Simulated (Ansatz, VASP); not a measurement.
TiB2 in VASP and in Ansatz

INCAR

```
SYSTEM = TiB2
PREC = Accurate ; ENCUT = 520
EDIFF = 1E-8 ; ISMEAR = -1
SIGMA = 0.08 ; LREAL = .FALSE.
LASPH = .TRUE. ; NELM = 100
ALGO = Normal ; ISIF = 2
LWAVE = .FALSE. ; LCHARG = .FALSE.
GGA = PE ; LEFG = .TRUE.
NBANDS = 16
```

Contents of KPOINTS:

```
Automatic mesh
0
G
  15 15 13
  0 0 0
```

Contents of POSCAR:

```
TiB2
1.0
    3.0291982016      0.0000000000      0.0000000000
   -1.5145991008      2.6233625957      0.0000000000
    0.0000000000      0.0000000000      3.1315480000
Ti B
1 2
Direct
    0.0000000000      0.0000000000      0.0000000000
    0.3333333333      0.6666666667      0.5000000000
    0.6666666667      0.3333333333      0.5000000000
```

Input for Ansatz:

```yaml
crystal:
  lattice:
    - [3.0291982016, 0.0, 0.0]
    - [-1.5145991008, 2.6233625957, 0.0]
    - [0.0, 0.0, 3.131548]
  atoms:
    - { symbol: Ti, position: [0.0, 0.0, 0.0] }
    - { symbol: B, position: [0.3333333333, 0.6666666667, 0.5] }
    - { symbol: B, position: [0.6666666667, 0.3333333333, 0.5] }
kpoints:
  mp_grid: { grid: [15, 15, 13] }
scf:
  occupations: { method: fermi_dirac, width: 0.08 }
hamiltonian:
  xc: pbe
  pseudopotentials: { kind: paw }
output:
  forces: true
  stress: true
  eigenvalues: true
  efg: { contact_densities: true }
  write_density: true
  write_potential: true
  elf: true
  volumetric_format: npy
```

Change from the starting cell: zz strain of -3 %, PAW files.

Alike in both runs: task electric field gradients; functional PBE; k mesh 15 × 15 × 13; occupations fermi-dirac, width 0.08 eV; no spin polarisation.

```csv
,VASP,Ansatz
version,VASP 6.6.1,Ansatz 0.2.0
potentials or method,"VASP PAW PBE potentials, release 64 (Ti_sv, B)","PAW with Ansatz's default frozen-core files, scalar-relativistic"
plane-wave cutoff (eV),520,420
valence electrons in the cell,18,18
```

Ansatz gave:

| Property | Result |
| --- | --- |
| pressure (GPa) | 7.5 |
| traceless stress, the component that is largest in VASP (GPa) | 6.77 |
| size of Vzz on the site where it differs most (V/Å²) | 15.6 |

**Question.** Estimate VASP's values.

**Answer.** Pressure (GPa): 7.6; traceless stress, the component that is largest in VASP (GPa): 6.77; size of Vzz on the site where it differs most (V/Å²): 13.6.
